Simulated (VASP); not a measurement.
# Si3C2 (I4/mmm) in VASP: further runs

The runs below take Si3C2 through single point, with PBE.

Program: VASP 6.6.1. These are calculated values, not measurements. Logs are shortened: lines on timing, memory, paths and dates and some standing lists are left out, and cuts for length are marked.

## (1) The cell of the first run

The structure is tetragonal, space group I4/mmm (No. 139). Conventional cell: a = 2.787 Å, b = 2.787 Å, c = 14.474 Å, α = 90.00°, β = 90.00°, γ = 90.00°. Within 3.3 Å of Si (site symmetry 4/mmm) lie 6 Si at 2.52 to 2.79 Å and 8 C at 3.26 Å. Si (site symmetry 4mm) has 5 C at 1.97 to 2.12 Å and 1 Si at 2.52 Å within 2.6 Å. Within 2.6 Å of C (site symmetry 4mm) lie 5 Si at 1.97 to 2.12 Å.

## (2) Single point, PBE, collinear spin

File INCAR:

```
PREC = Accurate ; ENCUT = 520
EDIFF = 1E-6 ; ISMEAR = 0
SIGMA = 0.1 ; LREAL = False
LASPH = True ; NELM = 150
ALGO = Normal ; ISIF = 2
LWAVE = False ; LCHARG = False
ISPIN = 2 ; MAGMOM = 0 0 0 1 1
LORBIT = 11 ; GGA = PE
NBANDS = 22
```

File KPOINTS:

```
Automatic mesh
0
Gamma
  8 8 8
```

File POSCAR:

```
Si3C2
1.0
   -1.3933007606      1.3933007606      7.2369894302
    1.3933007606     -1.3933007606      7.2369894302
    1.3933007606      1.3933007606     -7.2369894302
Si C
3 2
Direct
    0.5000000000      0.5000000000      0.0000000000
    0.6739517912      0.6739517912      0.0000000000
    0.3260482088      0.3260482088      0.0000000000
    0.8206235661      0.8206235661      0.0000000000
    0.1793764339      0.1793764339      0.0000000000
```

Potentials or basis: VASP PAW PBE potentials, release 64 (Si, C).

On the command line:

```bash
$ cat potpaw_PBE.64/Si/POTCAR potpaw_PBE.64/C/POTCAR > POTCAR
$ mpirun -np 1 vasp_std > vasp.out
```

OUTCAR:

```text
PREC = Accurate
   ENCUT = 520
   EDIFF = 1E-6
   ISMEAR = 0
   LREAL = False
   LASPH = True
   NELM = 150
   ISIF = 2
   ISPIN = 2
   LORBIT = 11
   GGA = PE

 ion  position               nearest neighbor table
   1  0.500  0.500  0.000-   2 2.52   3 2.52
   2  0.674  0.674  0.000-   5 1.97   5 1.97   5 1.97   5 1.97   4 2.12   1 2.52   3 2.95   3 2.95
                             3 2.95   3 2.95
   3  0.326  0.326  0.000-   4 1.97   4 1.97   4 1.97   4 1.97   5 2.12   1 2.52   2 2.95   2 2.95
                             2 2.95   2 2.95
   4  0.821  0.821  0.000-   3 1.97   3 1.97   3 1.97   3 1.97   2 2.12
   5  0.179  0.179  0.000-   2 1.97   2 1.97   2 1.97   2 1.97   3 2.12

  LATTYP: Found a body centered tetragonal cell.
 ALAT       =     2.7866015212
 C/A-ratio  =     5.1941329789

  Lattice vectors:

 A1 = (  -1.3933007606,   1.3933007606,   7.2369894302)
 A2 = (   1.3933007606,  -1.3933007606,   7.2369894302)
 A3 = (   1.3933007606,   1.3933007606,  -7.2369894302)

Analysis of symmetry for initial positions (statically):
=====================================================================
 Subroutine PRICEL returns:
 Original cell was already a primitive cell.

 Routine SETGRP: Setting up the symmetry group for a
 body centered tetragonal supercell.

 Subroutine GETGRP returns: Found 16 space group operations
 (whereof 16 operations were pure point group operations)
 out of a pool of 16 trial point group operations.

The static configuration has the point symmetry D_4h.

Analysis of symmetry for dynamics (positions and initial velocities):
=====================================================================
 Subroutine PRICEL returns:
 Original cell was already a primitive cell.

 Routine SETGRP: Setting up the symmetry group for a
 body centered tetragonal supercell.

 Subroutine GETGRP returns: Found 16 space group operations
 (whereof 16 operations were pure point group operations)
 out of a pool of 16 trial point group operations.

The dynamic configuration has the point symmetry D_4h.

Analysis of structural, dynamic, and magnetic symmetry:
=====================================================================
 Subroutine PRICEL returns:
 Original cell was already a primitive cell.

 Routine SETGRP: Setting up the symmetry group for a
 body centered tetragonal supercell.

 Subroutine GETGRP returns: Found 16 space group operations
 (whereof 16 operations were pure point group operations)
 out of a pool of 16 trial point group operations.

The overall configuration has the point symmetry D_4h.

 Subroutine INISYM returns: Found 16 space group operations
 (whereof 16 operations are pure point group operations),
 and found     1 'primitive' translations

----------------------------------------------------------------------------------------

                                     Primitive cell

  volume of cell :      56.1963

  direct lattice vectors                    reciprocal lattice vectors
    -1.393300761  1.393300761  7.236989430     0.000000000  0.358860064  0.069089503
     1.393300761 -1.393300761  7.236989430     0.358860064  0.000000000  0.069089503
     1.393300761  1.393300761 -7.236989430     0.358860064  0.358860064  0.000000000

  length of vectors
     7.500439323  7.500439323  7.500439323     0.365450277  0.365450277  0.507504769

  position of ions in fractional coordinates (direct lattice)
     0.500000000  0.500000000  0.000000000
     0.673951791  0.673951791  0.000000000
     0.326048209  0.326048209  0.000000000
     0.820623566  0.820623566  0.000000000
     0.179376434  0.179376434  0.000000000

  ion indices of the primitive-cell ions
   primitive index   ion index
                 1           1
                 2           2
                 3           3
                 4           4
                 5           5

----------------------------------------------------------------------------------------

 KPOINTS: Automatic mesh

Automatic generation of k-mesh.
 Grid dimensions read from file:
 generate k-points for:    8    8    8

 Generating k-lattice:

  Cartesian coordinates                     Fractional coordinates (reciprocal lattice)
     0.000000000  0.044857508  0.008636188     0.125000000  0.000000000 -0.000000000
     0.044857508  0.000000000  0.008636188     0.000000000  0.125000000 -0.000000000
     0.044857508  0.044857508  0.000000000     0.000000000  0.000000000  0.125000000

  Length of vectors
     0.045681285  0.045681285  0.063438096

  Shift w.r.t. Gamma in fractional coordinates (k-lattice)
     0.000000000  0.000000000  0.000000000

 Subroutine IBZKPT returns following result:
 ===========================================

 Found     59 irreducible k-points:

 Following reciprocal coordinates:
            Coordinates               Weight
  0.000000  0.000000  0.000000      1.000000
  0.125000 -0.000000  0.000000      8.000000
  0.250000 -0.000000  0.000000      8.000000
  0.375000 -0.000000  0.000000      8.000000
  0.500000 -0.000000  0.000000      4.000000
  0.125000  0.125000  0.000000      8.000000
[... 16 lines left out ...]
  0.250000  0.125000  0.125000     16.000000
  0.375000  0.125000  0.125000      8.000000
 [... further k-points ...]
   k-points           NKPTS =     59   k-points in BZ     NKDIM =     59   number of bands    NBANDS=     22
   number of dos      NEDOS =    301   number of ions     NIONS =      5
   total plane-waves  NPLWV = 175616
   dimension x,y,z NGX =    56 NGY =   56 NGZ =   56
   dimension x,y,z NGXF=   112 NGYF=  112 NGZF=  112
   ions per type =               3   2
   NGX,Y,Z   is equivalent  to a cutoff of  12.41, 12.41, 12.41 a.u.
   NGXF,Y,Z  is equivalent  to a cutoff of  24.82, 24.82, 24.82 a.u.
 SYSTEM =  unknown system
   PREC   = accura    normal or accurate (medium, high low for compatibility)
   ISTART =      0    job   : 0-new  1-cont  2-samecut
   ICHARG =      2    charge: 1-file 2-atom 10-const
   ISPIN  =      2    spin polarized calculation?
   LNONCOLLINEAR =      F non collinear calculations
   LSORBIT =      F    spin-orbit coupling
   LASPH  =      T    aspherical Exc in radial PAW
   ENCUT  =  520.0 eV  38.22 Ry    6.18 a.u.  13.95 13.95 13.95*2*pi/ulx,y,z
   NELM   =    150;   NELMIN=  2; NELMDL= -5     # of ELM steps
   EDIFF  = 0.1E-05   stopping-criterion for ELM
   LREAL  =      F    real-space projection
   EDIFFG = 0.1E-04   stopping-criterion for IOM
   NSW    =      0    number of steps for IOM
   IBRION =     -1    ionic relax: 0-MD 1-quasi-New 2-CG
   NFREE  =      0    steps in history (QN), initial steepest desc. (CG)
   ISIF   =      2    stress and relaxation
   ISYM   =      2    0-nonsym 1-usesym 2-fastsym
   POTIM  = 0.5000    time-step for ionic-motion
   TEBEG  =    0.0;   TEEND  =   0.0 temperature during run
   PSTRESS=    0.0 pullay stress
   NELECT =      20.0000    total number of electrons
   NUPDOWN=      -1.0000    fix difference up-down
   EMIN   =  10.00;   EMAX   =-10.00  energy-range for DOS
   EFERMI =   0.00;   METHOD = LEGACY
   ISMEAR =     0;   SIGMA  =   0.10  broadening in eV -4-tet -1-fermi 0-gaus
   EFERMI_NEDOS =   21; number of points for ismear=-14 and -15
   IALGO  =     38    algorithm
   IMIX   =      4    mixing-type and parameters
     AMIX     =   0.40;   BMIX     =  1.00
     AMIX_MAG =   1.60;   BMIX_MAG =  1.00
  volume/ion in A,a.u.               =      11.24        75.85
  Fermi-wavevector in a.u.,A,eV,Ry     =   1.160154  2.192373 18.312858  1.345957
  Thomas-Fermi vector in A             =   2.296739
   LORBIT       =     11    0 simple, 1 ext, 2 COOP (PROOUT), +10 PAW based schemes
   GGA     = PE    functional components
   LHFCALC =     F    Hartree Fock is set to
   AEXX    =    0.0000 exact exchange contribution
   IVDW    =     0    specifies the selected vdW correction
   LEPSILON=     F    determine dielectric tensor
   LRPA    =     F    only Hartree local field effects (RPA)
 spin polarized calculation
 Gauss-broadening in eV      SIGMA  =   0.10
  energy-cutoff  :      520.00
  volume of cell :       56.20
 maximum number of plane-waves:      1547
   NGX = 27   NGY = 27   NGZ = 27

 number of electron      19.9999999 magnetization      -0.0037730

 number of electron      19.9999999 magnetization       0.0003238

 Free energy of the ion-electron system (eV)
  ---------------------------------------------------
  ext. energy  EPLUGINS =         0.00000000
  ---------------------------------------------------
  free energy    TOTEN  =       -30.76547392 eV

  energy without entropy =      -30.75501608  energy(sigma->0) =      -30.76024500

 E-fermi :   8.6992     XC(G=0): -11.3841

 val. band max:        8.6671125735   @ k =  -0.1250  -0.3750   0.1250
 cond. band min:       8.7443893319   @ k =  -0.1250   0.3750   0.1250
 fundamental gap:      0.0772767584
 Fermi energy:         8.6991949811

 spin component 1

 k-point     1 :       0.0000    0.0000    0.0000
  band No.  band energies     occupation
      1      -8.0888      1.00000
      2      -5.0346      1.00000
      3      -1.6938      1.00000
      4       3.7078      1.00000
      5       4.5733      1.00000
      6       6.2711      1.00000
[... 574 lines left out ...]
      6       4.4776      1.00000
[... 14 lines left out ...]
     21      20.6536      0.00000
     22      20.8942      0.00000

 [... further k-points ...]

 spin component 2

 k-point     1 :       0.0000    0.0000    0.0000
  band No.  band energies     occupation
      1      -8.0887      1.00000
      2      -5.0345      1.00000
      3      -1.6938      1.00000
      4       3.7079      1.00000
      5       4.5734      1.00000
      6       6.2712      1.00000
[... 574 lines left out ...]
      6       4.4777      1.00000
[... 14 lines left out ...]
     21      20.6537      0.00000
     22      20.8944      0.00000

 [... further k-points ...]
[... 5 lines left out ...]
  --------------------------------------------------------------------------------------
  -------------------------------------------------------------------------------------
  Total        0.0259281      0.0259281     -0.0690037      0.0000000     -0.0000000     -0.0000000
  in kB        0.7392203      0.7392203     -1.9673218      0.0000000     -0.0000000     -0.0000000
  external PRESSURE =      -0.1629604 kB  Pullay stress =       0.0000000 kB

 VOLUME and BASIS-vectors are now :
 -----------------------------------------------------------------------------
  energy-cutoff  :      520.00
  volume of cell :       56.20
      direct lattice vectors                 reciprocal lattice vectors
    -1.393300761  1.393300761  7.236989430     0.000000000  0.358860064  0.069089503
     1.393300761 -1.393300761  7.236989430     0.358860064  0.000000000  0.069089503
     1.393300761  1.393300761 -7.236989430     0.358860064  0.358860064  0.000000000

 POSITION                                       TOTAL-FORCE (eV/Angst)
 -----------------------------------------------------------------------------------
      0.00000      0.00000      7.23699         0.000000      0.000000      0.000000
      0.00000      0.00000      9.75476        -0.000000     -0.000000     -0.019538
      0.00000      0.00000      4.71921        -0.000000     -0.000000      0.019538
      0.00000      0.00000     11.87769         0.000000      0.000000     -0.006595
      0.00000      0.00000      2.59629        -0.000000     -0.000000      0.006595
 -----------------------------------------------------------------------------------
    total drift:                                0.000000      0.000000     -0.000000

  FREE ENERGIE OF THE ION-ELECTRON SYSTEM (eV)
  ---------------------------------------------------
  free  energy   TOTEN  =       -30.7654739162 eV

  energy  without entropy=      -30.7550160769  energy(sigma->0) =      -30.76024500

 total charge

# of ion       s       p       d       tot
------------------------------------------
    1        0.823   0.734   0.000   1.557
    2        0.688   0.865   0.000   1.553
    3        0.688   0.865   0.000   1.553
    4        0.883   1.582   0.000   2.465
    5        0.883   1.582   0.000   2.465
--------------------------------------------------
tot          3.964   5.627   0.000   9.591

 magnetization (x)

# of ion       s       p       d       tot
------------------------------------------
    1       -0.000  -0.000   0.000  -0.000
    2       -0.000  -0.000   0.000  -0.000
    3       -0.000  -0.000   0.000  -0.000
    4        0.000   0.000   0.000   0.000
    5        0.000   0.000   0.000   0.000
--------------------------------------------------
tot          0.000   0.000   0.000   0.000
```

It took 9.9 min on 1 thread of Intel Xeon Platinum 8175M at 2.50GHz (Skylake/Cascade Lake), shared host; peak memory 0.58 GiB.

Results:

- Free energy: -30.7655 eV
- Pressure: 0.0 GPa
- Largest force: 0.020 eV/Å
- Band gap on the k mesh: zero (filled and empty bands overlap)
- Net moment: 0.00 μB per cell
- Valence electrons inside the program's atomic spheres: Si 1.56, 1.55 (each value once); C 2.46

Forces in eV/Å, atoms in the order of the input:
```
Si   0.000  0.000  0.000
Si   0.000  0.000 -0.020
Si   0.000  0.000  0.020
C    0.000  0.000 -0.007
C    0.000  0.000  0.007
```

## (3) Single point, PBE, collinear spin

This run uses another cell than the first one, of 14.24 Å³/atom.

File INCAR:

```
PREC = Accurate
ENCUT = 520
EDIFF = 1E-7
ISMEAR = 0
SIGMA = 0.1
LREAL = F
LASPH = T
NELM = 150
ALGO = Normal
ISIF = 2
LWAVE = F
LCHARG = F
ISPIN = 2
MAGMOM = 0 0 0 1 1
LORBIT = 11
GGA = PE
NBANDS = 22
```

KPOINTS is that of step 2.

File POSCAR:

```
Si3C2
1.0
   -1.3604362900      1.3604362900      9.6197372700
    1.3604362900     -1.3604362900      9.6197372700
    1.3604362900      1.3604362900     -9.6197372700
Si C
3 2
Direct
    0.5000000000      0.5000000000      0.0000000000
    0.7000000000      0.7000000000      0.0000000000
    0.3000000000      0.3000000000      0.0000000000
    0.9000000000      0.9000000000      0.0000000000
    0.1000000000      0.1000000000      0.0000000000
```

Potentials or basis: VASP PAW PBE potentials, release 64 (Si, C).

On the command line:

```bash
$ cat potpaw_PBE.64/Si/POTCAR potpaw_PBE.64/C/POTCAR > POTCAR
$ mpirun -np 1 vasp_std > vasp.out
```

It took 38 min on 1 thread of Intel Xeon Platinum 8175M at 2.50GHz (Skylake/Cascade Lake), shared host; peak memory 1.3 GiB.

The run converged. Its results:

| Property | Result |
| --- | --- |
| Free energy | -23.7262 eV |
| Pressure | -15.9 GPa |
| Largest force | 1.421 eV/Å |
| Band gap on the k mesh | zero (filled and empty bands overlap) |
| Net moment | 0.00 μB per cell |
| Valence electrons inside the program's atomic spheres | Si 1.44, 1.49 (each value once); C 2.03 |

Forces in eV/Å, atoms in the order of the input:
```
Si   0.000  0.000  0.000
Si   0.000  0.000 -1.421
Si   0.000  0.000  1.421
C    0.000  0.000 -0.161
C    0.000  0.000  0.161
```

Stress tensor (GPa, compression positive):
```
-13.08   0.00   0.00
  0.00 -13.08   0.00
  0.00   0.00 -21.39
```

Levels at points of the mesh, in eV from the Fermi level:
Spin up:
```tsv
k point	band 7	band 8	band 9	band 10	band 11	band 12	band 13	band 14
(0.00, 0.00, 0.00)	-1.28	1.71	1.71	1.86	1.86	4.04	4.89	4.89
(0.50, 0.00, 0.00)	-4.32	-4.29	-1.77	-1.74	0.83	1.66	2.76	2.84
(0.50, 0.50, 0.00)	-3.23	-3.06	-2.92	-2.22	-1.78	-0.97	-0.72	-0.19
(0.50, 0.50, 0.50)	1.65	1.65	1.71	1.93	1.93	1.95	4.81	4.81
```
Spin down:
```tsv
k point	band 6	band 7	band 8	band 9	band 10	band 11	band 12	band 13	band 14	band 15
(0.00, 0.00, 0.00)	-1.59	-1.28	1.71	1.71	1.86	1.86	4.04	4.89	4.89	5.03
(0.50, 0.00, 0.00)	-5.64	-4.32	-4.29	-1.77	-1.74	0.83	1.66	2.76	2.84	4.05
(0.50, 0.50, 0.00)	-3.30	-3.23	-3.06	-2.92	-2.22	-1.78	-0.97	-0.72	-0.19	0.74
(0.50, 0.50, 0.50)	-4.34	1.65	1.65	1.71	1.93	1.93	1.95	4.81	4.81	5.72
```

Caveat: the stress differs along the axes, from -21 to -13 GPa; forces of over 1 eV/Å act on the atoms, so gaps and moduli don't describe the material at rest.

(Part 1 of 2 ends here.)

The gap in the log of VASP goes by the Fermi energy; the results here count the filled bands.